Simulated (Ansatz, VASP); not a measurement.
## One calculation of W, two programs

Contents of INCAR:

```
SYSTEM = W
PREC     = Accurate       ! precision mode
ENCUT    = 500            ! plane-wave cutoff, eV
EDIFF    = 1E-6           ! SCF threshold, eV
ISMEAR   = 0              ! smearing method
SIGMA    = 0.15           ! smearing width, eV
LREAL    = .False.        ! projectors in reciprocal space
LASPH    = .True.         ! aspherical terms in the spheres
NELM     = 120            ! most SCF steps
ALGO     = Normal         ! electronic algorithm
ISIF     = 2              ! what is computed and relaxed
LWAVE    = .False.        ! write WAVECAR
LCHARG   = .False.        ! write CHGCAR
GGA      = PS             ! functional
NBANDS   = 13             ! bands
GGA_COMPAT= .False.
```

File KPOINTS:

```
Automatic mesh
0
Gamma
  20 20 20
  0 0 0
```

The input POSCAR:

```
W
1.0
   -0.2998690383      1.9991269217      1.7992142295
    1.6992578834      0.0000000000      1.4993451913
    1.9991269217      1.9991269217     -0.2998690383
W
1
Direct
    0.0000000000      0.0000000000      0.0000000000
```

Input for Ansatz:

```yaml
crystal:
  lattice:
    - [-0.2998690383, 1.9991269217, 1.7992142295]
    - [1.6992578834, 0.0, 1.4993451913]
    - [1.9991269217, 1.9991269217, -0.2998690383]
  atoms:
    - { symbol: W, position: [0.0, 0.0, 0.0] }
basis:
  ecutwfc: 420
kpoints:
  mp_grid: { grid: [20, 20, 20] }
hamiltonian:
  xc: pbesol
  pseudopotentials: { kind: paw, azcp: { folder: soft_1 } }
scf:
  occupations: { method: gaussian, width: 0.15 }
output:
  forces: true
  stress: true
  eigenvalues: true
  write_density: true
  write_potential: true
  elf: true
  volumetric_format: npy
```

Change from the starting cell: engineering shear strain xz -0.3000, normal strain along z -0.1000.

Alike in both runs: task single point; functional PBEsol; k mesh 20 × 20 × 20; occupations gaussian, width 0.15 eV; no spin polarisation.

|  | VASP | Ansatz |
| --- | --- | --- |
| version | VASP 6.6.1 | Ansatz 0.2.0 |
| potentials or method | VASP PAW PBE potentials, release 64 (W_sv), cutoff 500 eV | scalar-relativistic, plane waves, PAW |
| valence electrons in the cell | 14 | 14 |

|  | VASP | Ansatz | Ansatz less VASP |
| --- | --- | --- | --- |
| gap on the k mesh at the Fermi level (eV) | none | none | - |
| pressure (GPa) | 77.7 | 74.6 | -3.05 |
| traceless stress, the component that is largest in VASP (GPa) | 83.77 | 80.52 | -3.248 |

VASP's potentials were made for PBE, not for PBEsol, and Ansatz warns of the same on its side. A gap of «none» marks a metal or a gap that the smearing closes. Both programs put the cell under a high pressure, so it lies far from rest at this level.

Neither program's run includes spin-orbit coupling. Noted on VASP's run: the cell as given lies far from equilibrium.
